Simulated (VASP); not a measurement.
# SnSe2 (1T) (P-3m1) in VASP: a series of runs, part 2 of 2

VASP 6.6.1. The steps go on from the part before.

## Step 4: Single point, PBE

This run uses another cell than the first one, of 30.31 Å³/atom, 1.358 times its volume.

Contents of INCAR:

```
PREC = Accurate
ENCUT = 520
EDIFF = 1E-7
ISMEAR = 0
SIGMA = 0.03
LREAL = False
LASPH = True
NELM = 100
ALGO = Normal
ISIF = 2
LWAVE = False
LCHARG = False
GGA = PE
NBANDS = 20
```

Contents of KPOINTS:

```
regular mesh
0
Gamma
  15 15 9
```

Contents of POSCAR:

```
SnSe2
1.0
    3.8714177929      0.0000000000      0.0000000000
   -1.9357088965      3.3527461573      0.0000000000
    0.0000000000      0.0000000000      7.0058241036
Sn Se
1 2
Direct
    0.0000000000      0.0000000000      0.0000000000
    0.3333333333      0.6666666667      0.2276190280
    0.6666666667      0.3333333333      0.7723809720
```

Potentials or basis: VASP PAW PBE potentials, release 64 (Sn_d, Se).

The run is started by

```
> cat potpaw_PBE.64/Sn_d/POTCAR potpaw_PBE.64/Se/POTCAR > POTCAR
> mpirun -np 1 vasp_std > vasp.out
```

OUTCAR:

```text
PREC = Accurate
   ENCUT = 520
   EDIFF = 1E-7
   ISMEAR = 0
   LREAL = False
   LASPH = True
   NELM = 100
   ISIF = 2
   GGA = PE

 ion  position               nearest neighbor table
   1  0.000  0.000  0.000-   2 2.75   3 2.75   3 2.75   2 2.75   3 2.75   2 2.75
   2  0.333  0.667  0.228-   1 2.75   1 2.75   1 2.75
   3  0.667  0.333  0.772-   1 2.75   1 2.75   1 2.75

  LATTYP: Found a hexagonal cell.
 ALAT       =     3.8714177929
 C/A-ratio  =     1.8096275004

  Lattice vectors:

 A1 = (   3.8714177929,   0.0000000000,   0.0000000000)
 A2 = (  -1.9357088965,   3.3527461573,   0.0000000000)
 A3 = (   0.0000000000,   0.0000000000,   7.0058241036)

Analysis of symmetry for initial positions (statically):
=====================================================================
 Subroutine PRICEL returns:
 Original cell was already a primitive cell.

 Routine SETGRP: Setting up the symmetry group for a
 hexagonal supercell.

 Subroutine GETGRP returns: Found 12 space group operations
 (whereof 12 operations were pure point group operations)
 out of a pool of 24 trial point group operations.

The static configuration has the point symmetry D_3d.

Analysis of symmetry for dynamics (positions and initial velocities):
=====================================================================
 Subroutine PRICEL returns:
 Original cell was already a primitive cell.

 Routine SETGRP: Setting up the symmetry group for a
 hexagonal supercell.

 Subroutine GETGRP returns: Found 12 space group operations
 (whereof 12 operations were pure point group operations)
 out of a pool of 24 trial point group operations.

The dynamic configuration has the point symmetry D_3d.

 Subroutine INISYM returns: Found 12 space group operations
 (whereof 12 operations are pure point group operations),
 and found     1 'primitive' translations

----------------------------------------------------------------------------------------

                                     Primitive cell

  volume of cell :      90.9348

  direct lattice vectors                    reciprocal lattice vectors
     3.871417793  0.000000000  0.000000000     0.258303302  0.149131481  0.000000000
    -1.935708896  3.352746157  0.000000000     0.000000000  0.298262962  0.000000000
     0.000000000  0.000000000  7.005824104     0.000000000  0.000000000  0.142738382

  length of vectors
     3.871417793  3.871417793  7.005824104     0.298262962  0.298262962  0.142738382

  position of ions in fractional coordinates (direct lattice)
     0.000000000  0.000000000  0.000000000
     0.333333333  0.666666667  0.227619028
     0.666666667  0.333333333  0.772380972

  ion indices of the primitive-cell ions
   primitive index   ion index
                 1           1
                 2           2
                 3           3

----------------------------------------------------------------------------------------

 KPOINTS: regular mesh

Automatic generation of k-mesh.
 Grid dimensions read from file:
 generate k-points for:   15   15    9

 Generating k-lattice:

  Cartesian coordinates                     Fractional coordinates (reciprocal lattice)
     0.017220220  0.009942099  0.000000000     0.066666667 -0.000000000  0.000000000
     0.000000000  0.019884197  0.000000000     0.000000000  0.066666667  0.000000000
     0.000000000  0.000000000  0.015859820     0.000000000  0.000000000  0.111111111

  Length of vectors
     0.019884197  0.019884197  0.015859820

  Shift w.r.t. Gamma in fractional coordinates (k-lattice)
     0.000000000  0.000000000  0.000000000

 Subroutine IBZKPT returns following result:
 ===========================================

 Found    211 irreducible k-points:

 Following reciprocal coordinates:
            Coordinates               Weight
  0.000000  0.000000  0.000000      1.000000
  0.066667  0.000000  0.000000      6.000000
  0.133333  0.000000  0.000000      6.000000
  0.200000  0.000000  0.000000      6.000000
  0.266667  0.000000  0.000000      6.000000
  0.333333  0.000000  0.000000      6.000000
[... 16 lines left out ...]
  0.333333  0.200000  0.000000     12.000000
  0.400000  0.200000  0.000000      6.000000
 [... further k-points ...]
   k-points           NKPTS =    211   k-points in BZ     NKDIM =    211   number of bands    NBANDS=     20
   number of dos      NEDOS =    301   number of ions     NIONS =      3
   total plane-waves  NPLWV =  48600
   dimension x,y,z NGX =    30 NGY =   30 NGZ =   54
   dimension x,y,z NGXF=    60 NGYF=   60 NGZF=  108
   ions per type =               1   2
   NGX,Y,Z   is equivalent  to a cutoff of  12.88, 12.88, 12.81 a.u.
   NGXF,Y,Z  is equivalent  to a cutoff of  25.77, 25.77, 25.63 a.u.
 SYSTEM =  unknown system
   PREC   = accura    normal or accurate (medium, high low for compatibility)
   ISTART =      0    job   : 0-new  1-cont  2-samecut
   ICHARG =      2    charge: 1-file 2-atom 10-const
   ISPIN  =      1    spin polarized calculation?
   LNONCOLLINEAR =      F non collinear calculations
   LSORBIT =      F    spin-orbit coupling
   LASPH  =      T    aspherical Exc in radial PAW
   ENCUT  =  520.0 eV  38.22 Ry    6.18 a.u.   7.20  7.20 13.03*2*pi/ulx,y,z
   NELM   =    100;   NELMIN=  2; NELMDL= -5     # of ELM steps
   EDIFF  = 0.1E-06   stopping-criterion for ELM
   LREAL  =      F    real-space projection
   EDIFFG = 0.1E-05   stopping-criterion for IOM
   NSW    =      0    number of steps for IOM
   IBRION =     -1    ionic relax: 0-MD 1-quasi-New 2-CG
   NFREE  =      0    steps in history (QN), initial steepest desc. (CG)
   ISIF   =      2    stress and relaxation
   ISYM   =      2    0-nonsym 1-usesym 2-fastsym
   POTIM  = 0.5000    time-step for ionic-motion
   TEBEG  =    0.0;   TEEND  =   0.0 temperature during run
   PSTRESS=    0.0 pullay stress
   NELECT =      26.0000    total number of electrons
   NUPDOWN=      -1.0000    fix difference up-down
   EMIN   =  10.00;   EMAX   =-10.00  energy-range for DOS
   EFERMI =   0.00;   METHOD = LEGACY
   ISMEAR =     0;   SIGMA  =   0.03  broadening in eV -4-tet -1-fermi 0-gaus
   EFERMI_NEDOS =   21; number of points for ismear=-14 and -15
   IALGO  =     38    algorithm
   IMIX   =      4    mixing-type and parameters
     AMIX     =   0.40;   BMIX     =  1.00
     AMIX_MAG =   1.60;   BMIX_MAG =  1.00
  volume/ion in A,a.u.               =      30.31       204.55
  Fermi-wavevector in a.u.,A,eV,Ry     =   1.078506  2.038081 15.825964  1.163176
  Thomas-Fermi vector in A             =   2.214447
   LORBIT       =      0    0 simple, 1 ext, 2 COOP (PROOUT), +10 PAW based schemes
   GGA     = PE    functional components
   LHFCALC =     F    Hartree Fock is set to
   AEXX    =    0.0000 exact exchange contribution
   IVDW    =     0    specifies the selected vdW correction
   LEPSILON=     F    determine dielectric tensor
   LRPA    =     F    only Hartree local field effects (RPA)
 non-spin polarized calculation
 Gauss-broadening in eV      SIGMA  =   0.03
  energy-cutoff  :      520.00
  volume of cell :       90.93
 maximum number of plane-waves:      2472
 NGX is ok and might be reduce to    30
   NGX = 15   NGY = 15   NGZ = 27

 number of electron      25.9999989 magnetization

 Free energy of the ion-electron system (eV)
  ---------------------------------------------------
  ext. energy  EPLUGINS =         0.00000000
  ---------------------------------------------------
  free energy    TOTEN  =       -11.87461645 eV

  energy without entropy =      -11.87461645  energy(sigma->0) =      -11.87461645

 E-fermi :   2.7444     XC(G=0):  -8.5779

 val. band max:        2.5346039937   @ k =   0.1333   0.0000   0.1111
 cond. band min:       3.2368509766   @ k =   0.0000   0.4667   0.4444
 fundamental gap:      0.7022469829
 Fermi energy:         2.7444277068

 k-point     1 :       0.0000    0.0000    0.0000
  band No.  band energies     occupation
      1     -18.5940      2.00000
      2     -18.5940      2.00000
      3     -18.5616      2.00000
      4     -18.5524      2.00000
      5     -18.5524      2.00000
      6     -10.8308      2.00000
[... 12 lines left out ...]
     19      11.3924      0.00000
[... 513 lines left out ...]
      4     -18.5434      2.00000
      5     -18.5340      2.00000
      6      -9.2451      2.00000
[... 12 lines left out ...]
     19      11.2693      0.00000
     20      11.6836      0.00000

 [... further k-points ...]

------------------------ aborting loop because EDIFF is reached ----------------------------------------

  FORCE on cell =-STRESS in cart. coord.  units (eV):
  Direction    XX          YY          ZZ          XY          YZ          ZX
  --------------------------------------------------------------------------------------
  -------------------------------------------------------------------------------------
  Total        0.0305667      0.0305667      0.0364702     -0.0000000      0.0000000      0.0000000
  in kB        0.5385533      0.5385533      0.6425672     -0.0000000      0.0000000      0.0000000
  external PRESSURE =       0.5732246 kB  Pullay stress =       0.0000000 kB

 VOLUME and BASIS-vectors are now :
 -----------------------------------------------------------------------------
  energy-cutoff  :      520.00
  volume of cell :       90.93
      direct lattice vectors                 reciprocal lattice vectors
     3.871417793  0.000000000  0.000000000     0.258303302  0.149131481  0.000000000
    -1.935708896  3.352746157  0.000000000     0.000000000  0.298262962  0.000000000
     0.000000000  0.000000000  7.005824104     0.000000000  0.000000000  0.142738382

 POSITION                                       TOTAL-FORCE (eV/Angst)
 -----------------------------------------------------------------------------------
      0.00000      0.00000      0.00000         0.000000      0.000000      0.000000
     -0.00000      2.23516      1.59466         0.000000      0.000000      0.013682
      1.93571      1.11758      5.41117        -0.000000      0.000000     -0.013682
 -----------------------------------------------------------------------------------
    total drift:                                0.000000     -0.000000     -0.000000

  FREE ENERGIE OF THE ION-ELECTRON SYSTEM (eV)
  ---------------------------------------------------
  free  energy   TOTEN  =       -11.8746164508 eV

  energy  without entropy=      -11.8746164508  energy(sigma->0) =      -11.87461645
```

Run time: 5.5 min. Hardware: 1 thread of Intel Xeon Platinum 8259CL at 2.50GHz (Skylake/Cascade Lake), shared host; peak memory 0.48 GiB.

What came out:

* Free energy: -11.8746 eV
* Pressure: 0.1 GPa
* Largest force: 0.014 eV/Å
* Band gap on the k mesh: 0.70 eV, indirect (least direct gap 1.08 eV)

Forces in eV/Å, atoms in the order of the input:
```
Sn   0.000  0.000  0.000
Se   0.000  0.000  0.014
Se   0.000  0.000 -0.014
```

Caveat: spin-orbit coupling is left out, which moves the levels of the heavy elements; this functional lacks dispersion, which binds the layers, so the pressure and a relaxed spacing across them are unreliable. A k mesh can miss the band edges.

## Step 5: Relaxation of cell and atoms, PBE

This run uses another cell than the first one, of 25.73 Å³/atom, 1.153 times its volume.

Contents of INCAR:

```
ALGO = Normal
EDIFF = 1E-7
EDIFFG = -0.003
ENCUT = 600
GGA = PE
IBRION = 2
ISIF = 3
ISMEAR = 0
LASPH = T
LCHARG = F
LREAL = F
LWAVE = F
NELM = 100
NSW = 80
PREC = Accurate
SIGMA = 0.03
```

Contents of KPOINTS:

```
k-points
0
Gamma
  15 15 9
```

Contents of POSCAR:

```
SnSe2
1.0
    3.8110000000      0.0000000000      0.0000000000
   -1.9055000000      3.3004228138      0.0000000000
    0.0000000000      0.0000000000      6.1370000000
Sn Se
1 2
Direct
    0.0000000000      0.0000000000      0.0000000000
    0.3333333333      0.6666666667      0.2500000000
    0.6666666667      0.3333333333      0.7500000000
```

The run is started by

```
> cat potpaw_PBE.64/Sn_d/POTCAR potpaw_PBE.64/Se/POTCAR > POTCAR
> mpirun -np 1 vasp_std > vasp.out
```

Run time: 68 min. Hardware: 1 thread of Intel Xeon Platinum 8259CL at 2.50GHz (Skylake/Cascade Lake), shared host; peak memory 0.49 GiB.

The run converged. Its results:

```
Free energy                            : -11.8732 eV
Relaxed volume                         : 30.00 Å³/atom
Relaxed cell                           : a = 3.873 Å, b = 3.873 Å, c = 6.928 Å, α = 90.00°, β = 90.00°, γ = 120.00°
Space group after relaxing (to 0.05 Å) : P-3m1 (No. 164)
Energy gained by relaxing              : 38.4 meV/atom
Ionic steps                            : 26
Pressure after relaxing                : 0.0 GPa
Band gap on the k mesh                 : 0.69 eV, indirect (least direct gap 1.07 eV)
```

Step by step:
```csv
step,energy change (eV),largest force (eV/Å),pressure (GPa),volume (Å³)
1,0.0000,0.7374,5.37,77.19
2,-0.0382,0.6090,-3.15,87.22
3,-0.0982,0.0794,0.02,82.53
4,-0.0982,0.0653,0.11,82.42
5,-0.0993,0.0713,0.11,82.55
6,-0.1020,0.0889,0.13,82.94
7,-0.1046,0.1232,0.20,83.70
8,-0.1057,0.1155,0.17,83.94
9,-0.1083,0.0920,0.09,84.67
10,-0.1117,0.0442,-0.06,86.12
11,-0.1111,0.0547,-0.27,89.07
12,-0.1126,0.0047,-0.16,87.46
13,-0.1137,0.0366,0.05,87.89
14,-0.1140,0.0719,0.27,88.34
15,-0.1148,0.0322,0.15,89.02
16,-0.1149,0.0451,-0.08,90.37
17,-0.1151,0.0097,0.02,89.76
18,-0.1152,0.0100,0.00,89.84
19,-0.1152,0.0105,-0.04,89.98
20,-0.1152,0.0011,0.00,89.99
21,-0.1152,0.0004,0.00,89.99
22,-0.1152,0.0001,0.00,89.99
23,-0.1152,0.0001,0.01,89.98
24,-0.1152,0.0005,0.02,89.97
25,-0.1152,0.0003,0.02,89.97
26,-0.1152,0.0015,0.01,89.99
```

Final structure:
```
Sn Se
1.0
     3.87271    0.00000    0.00000
    -1.93636    3.35387    0.00000
     0.00000    0.00000    6.92824
Sn Se
1 2
Direct
  0.00000 0.00000 0.00000
  0.33333 0.66667 0.23033
  0.66667 0.33333 0.76967
```

Levels at points of the mesh, in eV from the valence-band top:
```csv
k point,band 10,band 11,band 12,band 13,band 14,band 15,band 16,band 17
"(0.00, 0.00, 0.00)",-0.48,-0.48,-0.14,-0.14,1.06,3.07,4.57,4.57
```

Caveat: the volume moved by over 15 % at a fixed basis, so the end points are rough; spin-orbit coupling is left out, which moves the levels of the heavy elements; this functional lacks dispersion, which binds the layers, so the pressure and a relaxed spacing across them are unreliable. A k mesh can miss the band edges.

## Step 6: The runs side by side

| task | cell | cutoff (eV) | gap on the mesh (eV) | pressure (GPa) | largest force (eV/Å) |
| --- | --- | --- | --- | --- | --- |
| single point | a = 3.756, b = 3.756, c = 5.480 Å, angles 90.0, 90.0, 120.0°, 3 atoms | 520 | none | 10.1 | 0.02 |
| relaxation of cell and atoms | relaxed to 10 GPa from a = 3.804, b = 3.804, c = 5.757 Å, angles 90.0, 90.0, 120.0°, 3 atoms | 600 | none | 10.0 | - |
| single point | a = 3.871, b = 3.871, c = 7.006 Å, angles 90.0, 90.0, 120.0°, 3 atoms | 520 | 0.70 | 0.1 | 0.01 |
| relaxation of cell and atoms | relaxed from a = 3.811, b = 3.811, c = 6.137 Å, angles 90.0, 90.0, 120.0°, 3 atoms | 600 | 0.69 | 0.0 | - |

Alike in all rows: level PBE; potentials or basis VASP PAW PBE potentials, release 64 (Sn_d, Se); no spin polarisation; k mesh 15 × 15 × 9; smearing gaussian 0.03 eV.

Caveats: spin-orbit coupling is left out, which moves the levels of the heavy elements; this functional lacks dispersion, which binds the layers, so the pressure and a relaxed spacing across them are unreliable (some runs); the cell is relaxed towards a set pressure, so the enthalpy falls and the energy may rise (some runs); the volume moved by over 15 % at a fixed basis, so the end points are rough (some runs).

Absolute energies hang on the potentials; compare differences alone.
